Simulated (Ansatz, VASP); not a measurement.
# AlInSbN2 in VASP and in Ansatz

INCAR

```
SYSTEM = AlInSbN2
PREC     = Accurate       ! precision mode
ENCUT    = 520            ! plane-wave cutoff, eV
EDIFF    = 1E-7           ! SCF threshold, eV
ISMEAR   = 0              ! smearing method
SIGMA    = 0.1            ! smearing width, eV
LREAL    = .False.        ! projectors in reciprocal space
LASPH    = .True.         ! aspherical terms in the spheres
NELM     = 80             ! most SCF steps
ALGO     = Normal         ! electronic algorithm
ISIF     = 2              ! what is computed and relaxed
LWAVE    = .False.        ! write WAVECAR
LCHARG   = .False.        ! write CHGCAR
GGA      = PE             ! functional
NBANDS   = 24             ! bands
```

Contents of KPOINTS:

```
Automatic mesh
0
Gamma
  6 6 4
  0 0 0
```

The input POSCAR:

```
AlInSbN2
1.0
    4.0287236200      0.0000000000      0.0000000000
   -2.0143618100      3.4889770000      0.0000000000
    0.0000000000      0.0000000000      6.5094062700
Al In Sb N
1 1 1 2
Direct
    0.0000000000      0.0000000000      0.3765620000
    0.3333333300      0.6666666700      0.9841210200
    0.6666666700      0.3333333300      0.6335849800
    0.6666666700      0.3333333300      0.2403230100
    0.0000000000      0.0000000000      0.7654089900
```

Input for Ansatz:

```yaml
crystal:
  lattice:
    - [4.02872362, 0.0, 0.0]
    - [-2.01436181, 3.488977, 0.0]
    - [0.0, 0.0, 6.50940627]
  atoms:
    - { symbol: Al, position: [0.0, 0.0, 0.376562] }
    - { symbol: In, position: [0.33333333, 0.66666667, 0.98412102] }
    - { symbol: Sb, position: [0.66666667, 0.33333333, 0.63358498] }
    - { symbol: "N", position: [0.66666667, 0.33333333, 0.24032301] }
    - { symbol: "N", position: [0.0, 0.0, 0.76540899] }
basis:
  ecutwfc: 420
kpoints:
  mp_grid: { grid: [6, 6, 4] }
hamiltonian:
  xc: pbe
scf:
  occupations: { method: gaussian, width: 0.1 }
  lower_state_search: "off"
output:
  forces: true
  stress: true
  eigenvalues: true
```

Change from the starting cell: species swapped into the TbZnAgAs2 type (P3m1, No. 156).

Alike in both runs: task single point; functional PBE; k mesh 6 × 6 × 4; occupations gaussian, width 0.1 eV; no spin polarisation.

|  | VASP | Ansatz |
| --- | --- | --- |
| version | VASP 6.6.1 | Ansatz 0.2.0 |
| potentials or method | VASP PAW PBE potentials, release 64 (Al, In_d, Sb, N), cutoff 520 eV | scalar-relativistic, plane waves, PAW |
| valence electrons in the cell | 31 | 41 |

|  | VASP | Ansatz | Ansatz less VASP |
| --- | --- | --- | --- |
| gap on the k mesh at the Fermi level (eV) | none | none | - |
| pressure (GPa) | -5.5 | -5.4 | +0.14 |
| traceless stress, the component that is largest in VASP (GPa) | 3.74 | 3.73 | -0.010 |
| rms of the force components (eV/Å) | 0.608 | 0.603 | -0.0046 |

Atom by atom the forces differ by 0.007 eV/Å (rms over components). A gap of «none» marks a metal or a gap that the smearing closes. VASP's potentials hold 31 valence electrons a cell and Ansatz's 41, so a difference there can come from the potentials and not from the codes.

Spin-orbit coupling is off throughout.
